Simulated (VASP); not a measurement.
# AlN (Fm-3m) in VASP: G0W0 quasiparticle levels with PBE

Aim: the G0W0 quasiparticle levels of AlN with PBE.

All numbers are computed with VASP 6.6.1; they aren't measurements. Logs are shortened: lines on timing, memory, paths and dates and some standing lists are left out, and cuts for length are marked.

## Step 1: The cell of the first run

The structure is cubic, space group Fm-3m (No. 225). Conventional cell: a = 4.038 Å, b = 4.038 Å, c = 4.038 Å, α = 90.00°, β = 90.00°, γ = 90.00°. Al (site symmetry m-3m) has 6 N at 2.02 Å within 2.7 Å. Within 2.7 Å of N (site symmetry m-3m) lie 6 Al at 2.02 Å.

## Step 2: G0W0 quasiparticle levels, PBE

Contents of POSCAR:

```
AlN
1.0
    0.0000000000      2.0188684697      2.0188684697
    2.0188684697      0.0000000000      2.0188684697
    2.0188684697      2.0188684697      0.0000000000
Al N
1 1
Direct
    0.0000000000      0.0000000000      0.0000000000
    0.5000000000      0.5000000000      0.5000000000
```

Contents of INCAR.step1:

```
SYSTEM = AlN
PREC = Accurate ; ENCUT = 500
EDIFF = 1E-8 ; ISMEAR = 0
SIGMA = 0.01 ; LREAL = .FALSE.
LASPH = .TRUE. ; NELM = 80
ALGO = Normal ; LWAVE = .TRUE.
LCHARG = .FALSE. ; GGA = PE
```

Contents of INCAR.step2:

```
SYSTEM = AlN
PREC = Accurate ; ENCUT = 500
EDIFF = 1E-8 ; ISMEAR = 0
SIGMA = 0.01 ; LREAL = .FALSE.
LASPH = .TRUE. ; NELM = 1
ALGO = Exact ; LWAVE = .TRUE.
LCHARG = .FALSE. ; GGA = PE
NBANDS = 34 ; LOPTICS = .TRUE.
ISTART = 1
```

Contents of INCAR.step3:

```
SYSTEM = AlN
PREC = Accurate ; ENCUT = 500
EDIFF = 1E-8 ; ISMEAR = 0
SIGMA = 0.01 ; LREAL = .FALSE.
LASPH = .TRUE. ; ALGO = EVGW0
LWAVE = .FALSE. ; LCHARG = .FALSE.
GGA = PE ; NELMGW = 1
NBANDS = 34 ; ENCUTGW = 80.0
NOMEGA = 48 ; PRECFOCK = Fast
ISTART = 1 ; NBANDSGW = 12
```

Contents of KPOINTS:

```
regular mesh
0
G
  8 8 8
  0 0 0
```

Potentials or basis: VASP PAW PBE potentials, release 64 (Al_GW, N_GW).

Run with:

```bash
$ cat potpaw_PBE.64/Al_GW/POTCAR potpaw_PBE.64/N_GW/POTCAR > POTCAR
$ cp INCAR.step1 INCAR
$ mpirun -np 1 vasp_std > vasp.out
$ cp INCAR.step2 INCAR
$ mpirun -np 1 vasp_std > vasp.out
$ cp INCAR.step3 INCAR
$ mpirun -np 1 vasp_std > vasp.out
```

OUTCAR:

```text
SYSTEM = AlN
   PREC = Accurate
   ENCUT = 500
   EDIFF = 1E-8
   ISMEAR = 0
   LREAL = .FALSE.
   LASPH = .TRUE.
   GGA = PE
   NELMGW = 1
   ENCUTGW = 80.0
   PRECFOCK = Fast
   ISTART = 1

 ion  position               nearest neighbor table
   1  0.000  0.000  0.000-   2 2.02   2 2.02   2 2.02   2 2.02   2 2.02   2 2.02
   2  0.500  0.500  0.500-   1 2.02   1 2.02   1 2.02   1 2.02   1 2.02   1 2.02

  LATTYP: Found a face centered cubic cell.
 ALAT       =     4.0377369394

  Lattice vectors:

 A1 = (   0.0000000000,   2.0188684697,   2.0188684697)
 A2 = (   2.0188684697,   0.0000000000,   2.0188684697)
 A3 = (   2.0188684697,   2.0188684697,   0.0000000000)

Analysis of symmetry for initial positions (statically):
=====================================================================
 Subroutine PRICEL returns:
 Original cell was already a primitive cell.

 Routine SETGRP: Setting up the symmetry group for a
 face centered cubic supercell.

 Subroutine GETGRP returns: Found 48 space group operations
 (whereof 48 operations were pure point group operations)
 out of a pool of 48 trial point group operations.

The static configuration has the point symmetry O_h .

Analysis of symmetry for dynamics (positions and initial velocities):
=====================================================================
 Subroutine PRICEL returns:
 Original cell was already a primitive cell.

 Routine SETGRP: Setting up the symmetry group for a
 face centered cubic supercell.

 Subroutine GETGRP returns: Found 48 space group operations
 (whereof 48 operations were pure point group operations)
 out of a pool of 48 trial point group operations.

The dynamic configuration has the point symmetry O_h .

 Subroutine INISYM returns: Found 48 space group operations
 (whereof 48 operations are pure point group operations),
 and found     1 'primitive' translations

----------------------------------------------------------------------------------------

                                     Primitive cell

  volume of cell :      16.4571

  direct lattice vectors                    reciprocal lattice vectors
     0.000000000  2.018868470  2.018868470    -0.247663485  0.247663485  0.247663485
     2.018868470  0.000000000  2.018868470     0.247663485 -0.247663485  0.247663485
     2.018868470  2.018868470  0.000000000     0.247663485  0.247663485 -0.247663485

  length of vectors
     2.855111170  2.855111170  2.855111170     0.428965738  0.428965738  0.428965738

  position of ions in fractional coordinates (direct lattice)
     0.000000000  0.000000000  0.000000000
     0.500000000  0.500000000  0.500000000

  ion indices of the primitive-cell ions
   primitive index   ion index
                 1           1
                 2           2

----------------------------------------------------------------------------------------

 KPOINTS: regular mesh

Automatic generation of k-mesh.
 Grid dimensions read from file:
 generate k-points for:    8    8    8

 Generating k-lattice:

  Cartesian coordinates                     Fractional coordinates (reciprocal lattice)
    -0.030957936  0.030957936  0.030957936     0.125000000  0.000000000  0.000000000
     0.030957936 -0.030957936  0.030957936     0.000000000  0.125000000  0.000000000
     0.030957936  0.030957936 -0.030957936     0.000000000  0.000000000  0.125000000

  Length of vectors
     0.053620717  0.053620717  0.053620717

  Shift w.r.t. Gamma in fractional coordinates (k-lattice)
     0.000000000  0.000000000  0.000000000

 Subroutine IBZKPT returns following result:
 ===========================================

 Found     29 irreducible k-points:

 Following reciprocal coordinates:
            Coordinates               Weight
  0.000000  0.000000  0.000000      1.000000
  0.125000  0.000000  0.000000      8.000000
  0.250000  0.000000  0.000000      8.000000
  0.375000  0.000000  0.000000      8.000000
  0.500000  0.000000  0.000000      4.000000
  0.125000  0.125000  0.000000      6.000000
[... 16 lines left out ...]
  0.500000  0.250000  0.125000     48.000000
 -0.375000  0.250000  0.125000     24.000000
 [... further k-points ...]
   k-points           NKPTS =     29   k-points in BZ     NKDIM =    512   number of bands    NBANDS=     34
   number of dos      NEDOS =    301   number of ions     NIONS =      2
   total plane-waves  NPLWV =  13824
   dimension x,y,z NGX =    24 NGY =   24 NGZ =   24
   dimension x,y,z NGXF=    48 NGYF=   48 NGZF=   48
   ions per type =               1   1
   NGX,Y,Z   is equivalent  to a cutoff of  13.97, 13.97, 13.97 a.u.
   NGXF,Y,Z  is equivalent  to a cutoff of  27.95, 27.95, 27.95 a.u.
 SYSTEM =  AlN
   PREC   = accura    normal or accurate (medium, high low for compatibility)
   ISTART =      1    job   : 0-new  1-cont  2-samecut
   ICHARG =      0    charge: 1-file 2-atom 10-const
   ISPIN  =      1    spin polarized calculation?
   LNONCOLLINEAR =      F non collinear calculations
   LSORBIT =      F    spin-orbit coupling
   LASPH  =      T    aspherical Exc in radial PAW
   ENCUT  =  500.0 eV  36.75 Ry    6.06 a.u.   5.21  5.21  5.21*2*pi/ulx,y,z
   NELM   =     60;   NELMIN=  2; NELMDL=  0     # of ELM steps
   EDIFF  = 0.1E-07   stopping-criterion for ELM
   LREAL  =      F    real-space projection
   EDIFFG = 0.1E-06   stopping-criterion for IOM
   NSW    =      0    number of steps for IOM
   IBRION =     -1    ionic relax: 0-MD 1-quasi-New 2-CG
   NFREE  =      0    steps in history (QN), initial steepest desc. (CG)
   ISIF   =      0    stress and relaxation
   ISYM   =      3    0-nonsym 1-usesym 2-fastsym
   POTIM  = 0.5000    time-step for ionic-motion
   TEBEG  =    0.0;   TEEND  =   0.0 temperature during run
   PSTRESS=    0.0 pullay stress
   NELECT =       8.0000    total number of electrons
   NUPDOWN=      -1.0000    fix difference up-down
   EMIN   =  10.00;   EMAX   =-10.00  energy-range for DOS
   EFERMI =   0.00;   METHOD = LEGACY
   ISMEAR =     0;   SIGMA  =   0.01  broadening in eV -4-tet -1-fermi 0-gaus
   EFERMI_NEDOS =   21; number of points for ismear=-14 and -15
   IALGO  =     38    algorithm
   IMIX   =      4    mixing-type and parameters
     AMIX     =   0.40;   BMIX     =  1.00
     AMIX_MAG =   1.60;   BMIX_MAG =  1.00
  volume/ion in A,a.u.               =       8.23        55.53
  Fermi-wavevector in a.u.,A,eV,Ry     =   1.287222  2.432497 22.544045  1.656941
  Thomas-Fermi vector in A             =   2.419249
   LORBIT       =      0    0 simple, 1 ext, 2 COOP (PROOUT), +10 PAW based schemes
   GGA     = PE    functional components
   LHFCALC =     T    Hartree Fock is set to
   PRECFOCK=fast      Normal, Fast or Accurate (Low or Medium for compatibility)
   ENCUT4O =  -1.0   cutoff for four orbital integrals eV
   NKREDX  =     1    reduce k-point grid by
   NKREDY  =     1    reduce k-point grid by
   NKREDZ  =     1    reduce k-point grid by
   AEXX    =    1.0000 exact exchange contribution
   HFSCREEN=    0.0000 screening length (either q_TF or 0.3 A-1)
   HFSCREENC=   0.0000 screening length for correlation (either q_TF or 0.3 A-1)
   ENCUTFOCK=  -1.0 apply spherical cutoff to Coloumb kernel
   IVDW    =     0    specifies the selected vdW correction
   LEPSILON=     F    determine dielectric tensor
   LRPA    =     F    only Hartree local field effects (RPA)
   LRPAFORCE           =     F    calculate RPA forces
   ENCUTGW             =  80.0    cutoff for response function in eV
   ENCUTGWSOFT         =  64.0    soft cutoff for Coulomb kernel in GW response function in eV
   ENCUTLF             =  -1.0    cutoff for local field effects
   NELMGW              =     1    number of iterations in solving QP/BSE equation
   NELMHF              =     1    number of iterations in the inner HF iteration
   NKREDLFX            =     1    NKREDLFY  =   1   NKREDLFZ  =   1
 non-spin polarized calculation
 Gauss-broadening in eV      SIGMA  =   0.01
  energy-cutoff  :      500.00
  volume of cell :       16.46
 maximum number of plane-waves:       444
 NGX is ok and might be reduce to    24
  NGX = 14; NGY = 14; NGZ = 14
   NGX = 11   NGY = 11   NGZ = 11
 maximum number of plane-waves:        29
 NGX is ok and might be reduce to    10

 QP shifts <psi_nk| G(iteration)W_0 |psi_nk>: iteration 1
 for sc-GW calculations column KS-energies equals QP-energies in previous step
 and V_xc(KS)=  KS-energies - (<T + V_ion + V_H > + <T+V_H+V_ion>^1  + <V_x>^1)

 k-point   1 :       0.0000    0.0000    0.0000
  band No.  KS-energies  QP-energies   sigma(KS)   V_xc(KS)     V^pw_x(r,r')   Z            occupation Imag(sigma)

      1      -8.8718     -10.2855     -16.5562     -14.6669     -24.9270       0.7483       2.0000       1.3966
      2       8.7181       8.4308     -17.7728     -17.4147     -21.0701       0.8023       2.0000       0.0791
      3       8.7181       8.4308     -17.7728     -17.4147     -21.0701       0.8023       2.0000       0.0791
      4       8.7181       8.4308     -17.7728     -17.4147     -21.0701       0.8023       2.0000       0.0791
      5      14.4606      15.6924     -13.1765     -14.6818      -9.0399       0.8182       0.0000      -0.0850
      6      20.8942      21.9939      -9.4037     -10.7388      -4.5594       0.8236       0.0000      -0.1152
      7      20.8942      21.9939      -9.4037     -10.7388      -4.5594       0.8236       0.0000      -0.1152
      8      20.8942      21.9939      -9.4037     -10.7388      -4.5594       0.8236       0.0000      -0.1152
      9      26.0359      26.5008      -9.0074      -9.6117      -2.6760       0.7693       0.0000      -0.3898
     10      26.5233      27.9734      -9.7930     -11.5833      -4.5120       0.8099       0.0000      -0.2320
     11      26.5233      27.9734      -9.7930     -11.5833      -4.5120       0.8099       0.0000      -0.2320
     12      27.6588      28.8544      -9.6576     -11.2198      -2.8893       0.7653       0.0000      -0.4744

 k-point   2 :       0.1250    0.0000    0.0000
  band No.  KS-energies  QP-energies   sigma(KS)   V_xc(KS)     V^pw_x(r,r')   Z            occupation Imag(sigma)
[... 353 lines left out ...]
      1      -5.0956      -6.1760     -17.9869     -16.5390     -25.9750       0.7462       2.0000       0.9383
      2       1.2739       0.2334     -14.7811     -13.3995     -19.3763       0.7531       2.0000       0.2042
      3       5.0063       4.2147     -16.0261     -15.0197     -19.7985       0.7866       2.0000       0.1161
      4       6.7312       6.1459     -16.7089     -15.9722     -20.2096       0.7945       2.0000       0.0943
      5      17.1769      18.4245     -11.6413     -13.1687      -7.1593       0.8168       0.0000      -0.1004
      6      17.3168      18.5792     -10.2731     -11.8075      -5.7373       0.8227       0.0000      -0.1001
      7      21.0772      22.8347     -12.9890     -15.2417      -7.6029       0.7801       0.0000      -0.1582
      8      21.5467      22.9772     -10.4736     -12.2633      -5.2088       0.7993       0.0000      -0.1542
      9      26.8914      27.9945      -9.7484     -11.1452      -3.5113       0.7898       0.0000      -0.4134
     10      27.8047      29.0792      -9.9650     -11.6040      -3.4282       0.7776       0.0000      -0.4792
     11      31.1952      32.3041      -9.1641     -10.5585      -2.5087       0.7953       0.0000      -0.7177
     12      36.1065      37.8705     -10.7457     -12.9465      -3.9913       0.8015       0.0000      -1.0263

 [... further k-points ...]
```

It took 9 min on 1 thread of AMD EPYC 7R43 (Zen 3), shared host; peak memory 0.37 GiB.

What came out:

```yaml
Quasiparticle_gap: 6.00 eV
Least_direct_quasiparticle_gap: 7.26 eV
Band_gap_of_the_starting_levels_on_the_mesh: 4.65 eV
Least_direct_gap_of_the_starting_levels_on_the_mesh: 5.74 eV
```

Caveat: bands, screening cutoff and mesh are small and nothing is extrapolated, so the quasiparticle values aren't converged.
